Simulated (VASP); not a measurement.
**NaCl: single point with PBEsol**

Crystal: NaCl.

```
CELL_PARAMETERS angstrom
0.01400 2.80795 2.80795
2.80795 0.01400 2.80795
2.80795 2.80795 0.01400
ATOMIC_POSITIONS crystal
Na 0.00000 0.00000 0.00000
Cl 0.50000 0.50000 0.50000
```

This cell differs from its parent crystal: equal xy, yz and zx engineering shears of +0.5 %.

* Program: VASP 6.6.1
* Task: single point
* Functional: PBEsol
* Potentials or basis: VASP PAW PBE potentials, release 64 (Na_pv, Cl)
* Cutoff: 520 eV
* k mesh: 8 × 8 × 8
* Occupations: gaussian, width 0.01 eV
* Spin: no spin polarisation
* Dipole correction: no
* Further INCAR settings: ALGO = Normal; EDIFF = 1e-06; NBANDS = 14

```json
{"Pressure": "0.0 GPa", "Band gap on the k mesh": "5.00 eV"}
```

Stress tensor (GPa, compression positive):
```
 0.02 -0.06 -0.06
-0.06  0.02 -0.06
-0.06 -0.06  0.02
```

Levels at points of the mesh, in eV from the valence-band top:
```tsv
k point	band 3	band 4	band 5	band 6	band 7	band 8	band 9	band 10	band 11	band 12
(0.00, 0.00, 0.00)	-20.62	-12.70	-0.03	0.00	0.00	5.00	10.94	11.04	11.04	13.26
(0.50, 0.00, 0.00)	-20.63	-12.33	-2.04	-0.30	-0.29	7.09	10.67	10.85	10.92	14.94
(0.50, 0.50, 0.00)	-20.63	-12.28	-1.77	-0.65	-0.62	7.48	7.86	11.26	14.76	14.82
(0.50, 0.50, 0.50)	-20.63	-12.34	-2.05	-0.27	-0.27	7.12	10.60	10.94	10.94	14.99
```

Wall time 32 s on 1 thread of Intel(R) Xeon(R) Platinum 8488C (Sapphire Rapids) (shared host), peak memory 0.18 GiB.

Caveat: the cell differs from its parent crystal (equal xy, yz and zx engineering shears of +0.5 %); the PAW data sets were made with another functional, which shifts forces and pressure a little.
